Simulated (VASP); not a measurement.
Wanted: the native input for a VASP 6.6.1 run.

```
Task                   : single point
Functional             : PBEsol
Potentials or basis    : VASP PAW PBE potentials, release 64 (Bi_d)
Cutoff                 : 520 eV
k mesh                 : 18 × 18 × 18
Occupations            : fermi-dirac, width 0.1 eV
Spin                   : no spin polarisation
Dipole correction      : no
Further INCAR settings : ALGO = Normal; EDIFF = 1e-06; NBANDS = 14
```

The structure of Bi lies in POSCAR:

```
Bi
1.0
    0.0000000000      2.4727365818      2.4727365818
    2.4727365818      0.0000000000      2.4727365818
    2.4727365818      2.4727365818      0.0000000000
Bi
1
Direct
    0.0000000000      0.0000000000      0.0000000000
```

This isn't the form of Bi at room conditions, which is rhombohedral.

These files were run (other wordings do the same):

INCAR

```
PREC = Accurate ; ENCUT = 520
EDIFF = 1E-6 ; ISMEAR = -1
SIGMA = 0.1 ; LREAL = False
LASPH = True ; NELM = 100
ALGO = Normal ; ISIF = 2
LWAVE = False ; LCHARG = True
GGA = PS ; LELF = True
LVHAR = True ; NBANDS = 14
```

KPOINTS

```
regular mesh
0
Gamma
  18 18 18
```

Potentials or basis: VASP PAW PBE potentials, release 64 (Bi_d).

Run with:

```sh
$ cat potpaw_PBE.64/Bi_d/POTCAR > POTCAR
$ mpirun -np 1 vasp_std > vasp.out
```

Results of the run:

```
Pressure               : -0.2 GPa
Band gap on the k mesh : zero (an odd number of electrons rules out a gap without spin polarisation)
```

Caveat: the PAW data sets were made with another functional, which shifts forces and pressure a little; spin-orbit coupling is left out, which moves the levels of the heavy elements.

It took 96 s on 1 thread of Intel Xeon 8259CL, with other jobs on the host, peak memory 0.21 GiB.
